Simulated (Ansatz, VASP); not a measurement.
Re: VASP beside Ansatz

```
Re
1.0
     2.76080    0.00000    0.00000
    -1.38040    2.39092    0.00000
     0.00000    0.00000    4.45820
Re
2
Direct
  0.33333 0.66667 0.25000
  0.66667 0.33333 0.75000
```

Alike in both runs: task electric field gradients; functional r2SCAN; k mesh 14 × 14 × 8; occupations fermi-dirac, width 0.05 eV; no spin polarisation.

|  | VASP | Ansatz |
| --- | --- | --- |
| version | VASP 6.6.1 | Ansatz 0.2.0 |
| potentials or method | VASP PAW PBE potentials, release 64 (Re) | plane-wave PAW, scalar-relativistic |
| plane-wave cutoff (eV) | 520 | 500 |
| valence electrons in the cell | 14 | 30 |

|  | VASP | Ansatz | Ansatz less VASP |
| --- | --- | --- | --- |
| pressure (GPa) | -0.3 | -0.4 | -0.05 |
| traceless stress, the component that is largest in VASP (GPa) | 0.96 | 1.05 | +0.084 |
| size of Vzz on the site where it differs most (V/Å²) | 75.0 | 69.3 | -5.74 |

VASP's potentials were made for PBE, not for r2SCAN. With one functional, cell and mesh, what is left measures potentials, basis and numerics. VASP's potentials hold 14 valence electrons a cell and Ansatz's 30, so a difference there can come from the potentials and not from the codes.

Spin-orbit coupling is off throughout.
